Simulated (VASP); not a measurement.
# Cu (Fm-3m) in VASP: further runs, part 2 of 2

VASP 6.6.1.

### 3 Single point, r2SCAN

POSCAR reads:

```
Cu
1.0
    0.0000000000      1.7318896591      1.7318896591
    1.7318896591      0.0000000000      1.7318896591
    1.7318896591      1.7318896591      0.0000000000
Cu
1
Direct
    0.0000000000      0.0000000000      0.0000000000
```

INCAR.step1 reads:

```
SYSTEM = Cu
ALGO = Normal
EDIFF = 1E-4
ENCUT = 520
GGA = PE
ISMEAR = -1
LASPH = .TRUE.
LCHARG = .FALSE.
LREAL = .FALSE.
LWAVE = .TRUE.
NBANDS = 12
NELM = 100
PREC = Accurate
SIGMA = 0.1
```

INCAR.step2 reads:

```
SYSTEM = Cu
ALGO = Normal
EDIFF = 1E-7
ENCUT = 520
ISIF = 2
ISMEAR = -1
ISTART = 1
LASPH = .TRUE.
LCHARG = .FALSE.
LMIXTAU = .TRUE.
LREAL = .FALSE.
LWAVE = .FALSE.
METAGGA = R2SCAN
NBANDS = 12
NELM = 100
PREC = Accurate
SIGMA = 0.1
```

KPOINTS reads:

```
k-points
0
G
  26 26 26
  0 0 0
```

Potentials or basis: VASP PAW PBE potentials, release 64 (Cu).

Run with:

```sh
> cat potpaw_PBE.64/Cu/POTCAR > POTCAR
> cp INCAR.step1 INCAR
> mpirun -np 1 vasp_std > vasp.out
> cp INCAR.step2 INCAR
> mpirun -np 1 vasp_std > vasp.out
```

OUTCAR:

```text
SYSTEM = Cu
   EDIFF = 1E-7
   ENCUT = 520
   ISIF = 2
   ISMEAR = -1
   ISTART = 1
   LASPH = .TRUE.
   LREAL = .FALSE.
   METAGGA = R2SCAN
   NELM = 100
   PREC = Accurate

 ion  position               nearest neighbor table
   1  0.000  0.000  0.000-

  LATTYP: Found a face centered cubic cell.
 ALAT       =     3.4637793182

  Lattice vectors:

 A1 = (   0.0000000000,   1.7318896591,   1.7318896591)
 A2 = (   1.7318896591,   0.0000000000,   1.7318896591)
 A3 = (   1.7318896591,   1.7318896591,   0.0000000000)

Analysis of symmetry for initial positions (statically):
=====================================================================
 Subroutine PRICEL returns:
 Original cell was already a primitive cell.

 Routine SETGRP: Setting up the symmetry group for a
 face centered cubic supercell.

 Subroutine GETGRP returns: Found 48 space group operations
 (whereof 48 operations were pure point group operations)
 out of a pool of 48 trial point group operations.

The static configuration has the point symmetry O_h .

Analysis of symmetry for dynamics (positions and initial velocities):
=====================================================================
 Subroutine PRICEL returns:
 Original cell was already a primitive cell.

 Routine SETGRP: Setting up the symmetry group for a
 face centered cubic supercell.

 Subroutine GETGRP returns: Found 48 space group operations
 (whereof 48 operations were pure point group operations)
 out of a pool of 48 trial point group operations.

The dynamic configuration has the point symmetry O_h .

 Subroutine INISYM returns: Found 48 space group operations
 (whereof 48 operations are pure point group operations),
 and found     1 'primitive' translations

----------------------------------------------------------------------------------------

                                     Primitive cell

  volume of cell :      10.3894

  direct lattice vectors                    reciprocal lattice vectors
     0.000000000  1.731889659  1.731889659    -0.288701995  0.288701995  0.288701995
     1.731889659  0.000000000  1.731889659     0.288701995 -0.288701995  0.288701995
     1.731889659  1.731889659  0.000000000     0.288701995  0.288701995 -0.288701995

  length of vectors
     2.449261844  2.449261844  2.449261844     0.500046524  0.500046524  0.500046524

  position of ions in fractional coordinates (direct lattice)
     0.000000000  0.000000000  0.000000000

  ion indices of the primitive-cell ions
   primitive index   ion index
                 1           1

----------------------------------------------------------------------------------------

 KPOINTS: k-points

Automatic generation of k-mesh.
 Grid dimensions read from file:
 generate k-points for:   26   26   26

 Generating k-lattice:

  Cartesian coordinates                     Fractional coordinates (reciprocal lattice)
    -0.011103923  0.011103923  0.011103923     0.038461538  0.000000000  0.000000000
     0.011103923 -0.011103923  0.011103923     0.000000000  0.038461538  0.000000000
     0.011103923  0.011103923 -0.011103923     0.000000000  0.000000000  0.038461538

  Length of vectors
     0.019232559  0.019232559  0.019232559

  Shift w.r.t. Gamma in fractional coordinates (k-lattice)
     0.000000000  0.000000000  0.000000000

 Subroutine IBZKPT returns following result:
 ===========================================

 Found    511 irreducible k-points:

 Following reciprocal coordinates:
            Coordinates               Weight
  0.000000  0.000000  0.000000      1.000000
  0.038462  0.000000  0.000000      8.000000
  0.076923  0.000000  0.000000      8.000000
  0.115385  0.000000  0.000000      8.000000
  0.153846  0.000000  0.000000      8.000000
  0.192308  0.000000  0.000000      8.000000
[... 16 lines left out ...]
  0.346154  0.038462  0.000000     24.000000
  0.384615  0.038462  0.000000     24.000000
 [... further k-points ...]
   k-points           NKPTS =    511   k-points in BZ     NKDIM =    511   number of bands    NBANDS=     12
   number of dos      NEDOS =    301   number of ions     NIONS =      1
   total plane-waves  NPLWV =   5832
   dimension x,y,z NGX =    18 NGY =   18 NGZ =   18
   dimension x,y,z NGXF=    36 NGYF=   36 NGZF=   36
   ions per type =               1
   NGX,Y,Z   is equivalent  to a cutoff of  12.22, 12.22, 12.22 a.u.
   NGXF,Y,Z  is equivalent  to a cutoff of  24.44, 24.44, 24.44 a.u.
 SYSTEM =  Cu
   PREC   = accura    normal or accurate (medium, high low for compatibility)
   ISTART =      1    job   : 0-new  1-cont  2-samecut
   ICHARG =      0    charge: 1-file 2-atom 10-const
   ISPIN  =      1    spin polarized calculation?
   LNONCOLLINEAR =      F non collinear calculations
   LSORBIT =      F    spin-orbit coupling
   LASPH  =      T    aspherical Exc in radial PAW
   ENCUT  =  520.0 eV  38.22 Ry    6.18 a.u.   4.55  4.55  4.55*2*pi/ulx,y,z
   NELM   =    100;   NELMIN=  2; NELMDL=  0     # of ELM steps
   EDIFF  = 0.1E-06   stopping-criterion for ELM
   LREAL  =      F    real-space projection
   EDIFFG = 0.1E-05   stopping-criterion for IOM
   NSW    =      0    number of steps for IOM
   IBRION =     -1    ionic relax: 0-MD 1-quasi-New 2-CG
   NFREE  =      0    steps in history (QN), initial steepest desc. (CG)
   ISIF   =      2    stress and relaxation
   ISYM   =      2    0-nonsym 1-usesym 2-fastsym
   POTIM  = 0.5000    time-step for ionic-motion
   TEBEG  =    0.0;   TEEND  =   0.0 temperature during run
   PSTRESS=    0.0 pullay stress
   NELECT =      11.0000    total number of electrons
   NUPDOWN=      -1.0000    fix difference up-down
   EMIN   =  10.00;   EMAX   =-10.00  energy-range for DOS
   EFERMI =   0.00;   METHOD = LEGACY
   ISMEAR =    -1;   SIGMA  =   0.10  broadening in eV -4-tet -1-fermi 0-gaus
   EFERMI_NEDOS =   21; number of points for ismear=-14 and -15
   IALGO  =     38    algorithm
   IMIX   =      4    mixing-type and parameters
     AMIX     =   0.40;   BMIX     =  1.00
     AMIX_MAG =   1.60;   BMIX_MAG =  1.00
  volume/ion in A,a.u.               =      10.39        70.11
  Fermi-wavevector in a.u.,A,eV,Ry     =   1.668561  3.153124 37.879938  2.784097
  Thomas-Fermi vector in A             =   2.754387
   LORBIT       =      0    0 simple, 1 ext, 2 COOP (PROOUT), +10 PAW based schemes
   METAGGA = R2SCAN    functional components
   LHFCALC =     F    Hartree Fock is set to
   AEXX    =    0.0000 exact exchange contribution
   IVDW    =     0    specifies the selected vdW correction
   LEPSILON=     F    determine dielectric tensor
   LRPA    =     F    only Hartree local field effects (RPA)
 non-spin polarized calculation
  energy-cutoff  :      520.00
  volume of cell :       10.39
 maximum number of plane-waves:       295
   NGX =  9   NGY =  9   NGZ =  9

 number of electron      10.9999992 magnetization

 Free energy of the ion-electron system (eV)
  ---------------------------------------------------
  ext. energy  EPLUGINS =         0.00000000
  ---------------------------------------------------
  free energy    TOTEN  =       -10.76583576 eV

  energy without entropy =      -10.75755250  energy(sigma->0) =      -10.76169413

 E-fermi :   9.1214     XC(G=0): -14.6294

 val. band max:        9.1204366773   @ k =   0.4615   0.2308   0.0000
 cond. band min:       9.1610569368   @ k =   0.5000   0.3462   0.1538
 fundamental gap:      0.0406202595
 Fermi energy:         9.1213882916

 k-point     1 :       0.0000    0.0000    0.0000
  band No.  band energies     occupation
      1      -1.6410      2.00000
      2       5.5103      2.00000
      3       5.5104      2.00000
      4       5.5104      2.00000
      5       6.5094      2.00000
      6       6.5094      2.00000
      7      33.5214      0.00000
      8      37.6033      0.00000
      9      37.6033      0.00000
     10      37.6035      0.00000
     11      40.1798      0.00000
     12      40.1798      0.00000

 k-point     2 :       0.0385    0.0000    0.0000
  band No.  band energies     occupation
      1      -1.5794      2.00000
      2       5.4953      2.00000
      3       5.5232      2.00000
      4       5.5232      2.00000
      5       6.5039      2.00000
      6       6.5039      2.00000
      7      33.3137      0.00000
      8      36.5273      0.00000
      9      37.3907      0.00000
     10      37.3908      0.00000
     11      40.4699      0.00000
     12      40.4700      0.00000
[... 316 lines left out ...]
 k-point    24 :       0.3846    0.0385    0.0000
  band No.  band energies     occupation
      1       2.6091      2.00000
      2       5.5158      2.00000
      3       5.5689      2.00000
      4       5.7945      2.00000
      5       7.0684      2.00000
      6       7.0767      2.00000
      7      17.2893      0.00000
      8      32.1298      0.00000
      9      33.2137      0.00000
     10      35.1420      0.00000
     11      37.8878      0.00000
     12      39.4655      0.00000

 [... further k-points ...]
[... 5 lines left out ...]
  --------------------------------------------------------------------------------------
  -------------------------------------------------------------------------------------
  Total        1.3406487      1.3406487      1.3406487     -0.0000000     -0.0000000      0.0000000
  in kB      206.7449613    206.7449613    206.7449613     -0.0000000     -0.0000000      0.0000000
  external PRESSURE =     206.7449613 kB  Pullay stress =       0.0000000 kB

 VOLUME and BASIS-vectors are now :
 -----------------------------------------------------------------------------
  energy-cutoff  :      520.00
  volume of cell :       10.39
      direct lattice vectors                 reciprocal lattice vectors
     0.000000000  1.731889659  1.731889659    -0.288701995  0.288701995  0.288701995
     1.731889659  0.000000000  1.731889659     0.288701995 -0.288701995  0.288701995
     1.731889659  1.731889659  0.000000000     0.288701995  0.288701995 -0.288701995

 POSITION                                       TOTAL-FORCE (eV/Angst)
 -----------------------------------------------------------------------------------
      0.00000      0.00000      0.00000         0.000000      0.000000      0.000000
 -----------------------------------------------------------------------------------
    total drift:                                0.000000     -0.000000     -0.000000

  FREE ENERGIE OF THE ION-ELECTRON SYSTEM (eV)
  ---------------------------------------------------
  free  energy   TOTEN  =       -10.7658357585 eV

  energy  without entropy=      -10.7575524954  energy(sigma->0) =      -10.76169413
```

OUTCAR.step1:

```text
SYSTEM = Cu
   EDIFF = 1E-4
   ENCUT = 520
   GGA = PE
   ISMEAR = -1
   LASPH = .TRUE.
   LREAL = .FALSE.
[... 575 lines left out ...]
 -----------------------------------------------------------------------------------
      0.00000      0.00000      0.00000         0.000000      0.000000      0.000000
 -----------------------------------------------------------------------------------
    total drift:                                0.000000     -0.000000     -0.000000

  FREE ENERGIE OF THE ION-ELECTRON SYSTEM (eV)
  ---------------------------------------------------
  free  energy   TOTEN  =        -3.6070883287 eV

  energy  without entropy=       -3.5983652174  energy(sigma->0) =       -3.60272677
```

OSZICAR.step1:

```text
N       E                     dE             d eps       ncg     rms          rms(c)
DAV:   1     0.417364015375E+02    0.41736E+02   -0.53947E+03 13900   0.159E+03
DAV:   2    -0.328772621384E+01   -0.45024E+02   -0.41602E+02 12660   0.208E+02
DAV:   3    -0.454388541032E+01   -0.12562E+01   -0.12499E+01 14248   0.392E+01
DAV:   4    -0.455133287593E+01   -0.74475E-02   -0.74464E-02 13820   0.267E+00
DAV:   5    -0.455139576880E+01   -0.62893E-04   -0.62892E-04 14412   0.249E-01    0.782E+00
DAV:   6    -0.389307860553E+01    0.65832E+00   -0.12506E+01 14632   0.697E+01    0.312E+00
DAV:   7    -0.362444776081E+01    0.26863E+00   -0.17230E+00 14672   0.256E+01    0.723E-01
DAV:   8    -0.360788963013E+01    0.16558E-01   -0.67652E-03 16480   0.834E-01    0.211E-01
DAV:   9    -0.360708163477E+01    0.80800E-03   -0.44664E-03 14476   0.119E+00    0.258E-02
DAV:  10    -0.360708832870E+01   -0.66939E-05   -0.22317E-05  8576   0.774E-02
   1 F= -.36070883E+01 E0= -.36027268E+01  d E =-.872311E-02
```

Run time: 1.9 min. Hardware: 1 thread of Intel Xeon Platinum 8488C (Sapphire Rapids), shared host; peak memory 0.17 GiB.

Results:

```
Free energy            : -10.7658 eV
Pressure               : 20.7 GPa
Band gap on the k mesh : zero (an odd number of electrons rules out a gap without spin polarisation)
```

Levels at points of the mesh, in eV from the Fermi level:
```csv
k point,band 4,band 5,band 6,band 7,band 8,band 9
"(0.00, 0.00, 0.00)",-3.61,-2.61,-2.61,24.40,28.48,28.48
"(0.50, 0.00, 0.00)",-1.90,-1.90,-1.48,4.65,22.84,25.25
"(0.50, 0.50, 0.00)",-1.71,-1.71,1.46,8.35,14.80,14.80
```

Caveat: the cell stands under pressure; the PAW data sets were made with another functional, which shifts forces and pressure a little.

The gap in the log of VASP goes by the Fermi energy; the results here count the filled bands.